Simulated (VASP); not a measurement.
HPbNO4, 14 atoms in the cell. The structure is orthorhombic, space group Pmmn (No. 59). The conventional cell has a = 4.925 Å, b = 5.597 Å, c = 7.243 Å, α = 90.00°, β = 90.00°, γ = 90.00°. Within 1.3 Å of H (site symmetry mm2) lie 1 O at 0.97 Å. Within 3.5 Å of Pb (site symmetry mm2) lie 11 O at 2.55 to 3.40 Å and 1 N at 2.98 Å and 4 H at 2.99 to 3.02 Å. Within 1.6 Å of N (site symmetry mm2) lie 3 O at 1.22 to 1.29 Å. Within 1.3 Å of O (site symmetry mm2) lie 1 H at 0.97 Å. Within 1.7 Å of O (site symmetry m) lie 1 N at 1.29 Å. Within 1.6 Å of O (site symmetry mm2) lie 1 N at 1.22 Å. 

* Program: VASP 6.6.1
* Task: single point
* Functional: PBE
* Potentials or basis: VASP PAW PBE potentials, release 64 (H, Pb_d, N, O)
* Cutoff: 520 eV
* k mesh: 5 × 5 × 4
* Occupations: fermi-dirac, width 0.05 eV
* Spin: no spin polarisation
* Dipole correction: no
* Further INCAR settings: ALGO = Normal; EDIFF = 1e-06; NBANDS = 57

Potentials or basis: VASP PAW PBE potentials, release 64 (H, Pb_d, N, O).

Launch:

```console
$ cat potpaw_PBE.64/H/POTCAR potpaw_PBE.64/Pb_d/POTCAR potpaw_PBE.64/N/POTCAR potpaw_PBE.64/O/POTCAR > POTCAR
$ mpirun -np 1 vasp_std > vasp.out
```

Hardware: 1 thread of AMD EPYC 7R43 64-Core Processor (Zen 3), with other jobs on the host.

**Question.** Estimate the wall time of this run.

**Answer.** Wall time 5.7 min on 1 thread of AMD EPYC 7R43 64-Core Processor (Zen 3) (shared host), peak memory 0.39 GiB. Counts: scf iterations 16, k points 27.
